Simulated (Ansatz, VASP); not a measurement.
**CdSe: VASP beside Ansatz**

Contents of INCAR:

```
PREC = Accurate ; ENCUT = 520
EDIFF = 1E-6 ; ISMEAR = 0
SIGMA = 0.015 ; LREAL = F
LASPH = T ; NELM = 80
ALGO = Normal ; ISIF = 2
LWAVE = F ; LCHARG = F
GGA = PE ; NBANDS = 16
```

The input KPOINTS:

```
regular mesh
0
Gamma
  8 8 8
```

Contents of POSCAR:

```
CdSe
1.0
    0.0000000000      3.0702711986      3.0702711986
    3.0702711986      0.0000000000      3.0702711986
    3.0702711986      3.0702711986      0.0000000000
Cd Se
1 1
Direct
    0.0000000000      0.0000000000      0.0000000000
    0.2500000000      0.2500000000      0.2500000000
```

input.yaml

```yaml
crystal:
  lattice:
    - [0.0, 3.0702711986, 3.0702711986]
    - [3.0702711986, 0.0, 3.0702711986]
    - [3.0702711986, 3.0702711986, 0.0]
  atoms:
    - { symbol: Cd, position: [0.0, 0.0, 0.0] }
    - { symbol: Se, position: [0.25, 0.25, 0.25] }
kpoints:
  mp_grid: { grid: [8, 8, 8] }
scf:
  occupations: { method: gaussian, width: 0.015 }
hamiltonian:
  xc: pbe
  pseudopotentials: { kind: all_electron, lapw: { basis_error: 0.001 } }
output:
  forces: true
  stress: true
  eigenvalues: true
```

Alike in both runs: task single point; functional PBE; k mesh 8 × 8 × 8; occupations gaussian, width 0.015 eV; no spin polarisation.

|  | VASP | Ansatz |
| --- | --- | --- |
| version | VASP 6.6.1 | Ansatz 0.2.0 |
| potentials or method | VASP PAW PBE potentials, release 64 (Cd, Se), cutoff 520 eV | all-electron LAPW, scalar-relativistic |

|  | VASP | Ansatz | Ansatz less VASP |
| --- | --- | --- | --- |
| gap on the k mesh at the Fermi level (eV) | 0.55 | 0.55 | +0.001 |
| least direct gap on the mesh (eV) | 0.55 | 0.55 | +0.001 |
| pressure (GPa) | 1.6 | 1.3 | -0.27 |

Ansatz ran all-electron here, and VASP with PAW potentials.
